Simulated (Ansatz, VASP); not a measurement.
## One calculation of Pb, two programs

Contents of INCAR:

```
ALGO = Fast
EDIFF = 1E-6
ENCUT = 520
GGA = PE
ISIF = 2
ISMEAR = -1
LASPH = T
LCHARG = F
LREAL = F
LWAVE = F
NBANDS = 36
NELM = 80
PREC = Accurate
SIGMA = 0.05
```

KPOINTS

```
k-points
0
Gamma
  9 9 3
```

File POSCAR:

```
Pb
1.0
    3.5707446996      0.0000000000      0.0000000000
   -1.7853723498      3.0923556203      0.0000000000
    0.0000000000      0.0000000000     11.6465123390
Pb
4
Direct
    0.6666666667      0.3333333333      0.7500000000
    0.0000000000      0.0000000000      0.5000000000
    0.3333333333      0.6666666667      0.2500000000
    0.0000000000      0.0000000000      0.0000000000
```

Contents of input.yaml:

```yaml
crystal:
  lattice:
    - [3.5707446996, 0.0, 0.0]
    - [-1.7853723498, 3.0923556203, 0.0]
    - [0.0, 0.0, 11.646512339]
  atoms:
    - { symbol: Pb, position: [0.6666666667, 0.3333333333, 0.75] }
    - { symbol: Pb, position: [0.0, 0.0, 0.5] }
    - { symbol: Pb, position: [0.3333333333, 0.6666666667, 0.25] }
    - { symbol: Pb, position: [0.0, 0.0, 0.0] }
hamiltonian:
  xc: pbe
  pseudopotentials: { kind: paw }
kpoints:
  mp_grid: { grid: [9, 9, 3] }
scf:
  occupations: { method: fermi_dirac, width: 0.05 }
output:
  forces: true
  stress: true
  eigenvalues: true
```

Alike in both runs: task single point; functional PBE; k mesh 9 × 9 × 3; occupations fermi-dirac, width 0.05 eV; no spin polarisation.

```csv
,VASP,Ansatz
version,VASP 6.6.1,Ansatz 0.2.0
potentials or method,"VASP PAW PBE potentials, release 64 (Pb_d)",Ansatz PAW
plane-wave cutoff (eV),520,420
valence electrons in the cell,56,56
```

Ansatz gave:

* gap on the k mesh at the Fermi level (eV): none
* pressure (GPa): -0.4
* traceless stress, the component that is largest in VASP (GPa): 0.24

**Question.** Estimate VASP's values.

**Answer.** gap on the k mesh at the Fermi level (eV): none; pressure (GPa): -0.5; traceless stress, the component that is largest in VASP (GPa): 0.23.

A gap of «none» marks a metal or a gap that the smearing closes.

Spin-orbit coupling is off throughout.
